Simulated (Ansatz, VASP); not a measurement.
# Two plane-wave programs on Mg5SiN2

```
Mg Si N
1.0
     5.96317    0.00000    0.00000
    -2.98158    5.16426    0.00000
     0.00000    0.00000    5.64283
Mg Si N
5 1 2
Direct
  0.50000 0.00000 0.07004
  0.00000 0.50000 0.07004
  0.50000 0.50000 0.07004
  0.33333 0.66667 0.56740
  0.66667 0.33333 0.56740
  0.00000 0.00000 0.31789
  0.33333 0.66667 0.91184
  0.66667 0.33333 0.91184
```

Alike in both runs: functional PBE; k mesh 3 × 3 × 2; occupations gaussian, width 0.15 eV; no spin polarisation.

Ansatz relaxed the structure, and its values are those at the end. VASP's run is a single point on that final structure, the one shown.

```csv
,VASP,Ansatz
version,VASP 6.6.1,Ansatz 0.2.0
potentials or method,"VASP PAW PBE potentials, release 64 (Mg, Si, N), cutoff 600 eV","scalar-relativistic, plane waves, PAW"
valence electrons in the cell,24,64
```

|  | VASP | Ansatz | Ansatz less VASP |
| --- | --- | --- | --- |
| pressure (GPa) | 0.4 | 0.5 | +0.06 |
| rms of the force components (eV/Å) | 0.012 | 0.009 | -0.0024 |

With one functional, cell and mesh, what is left measures potentials, basis and numerics. VASP's potentials hold 24 valence electrons a cell and Ansatz's 64, so a difference there can come from the potentials and not from the codes.

The k mesh is coarse, so the values compare programs but aren't converged.
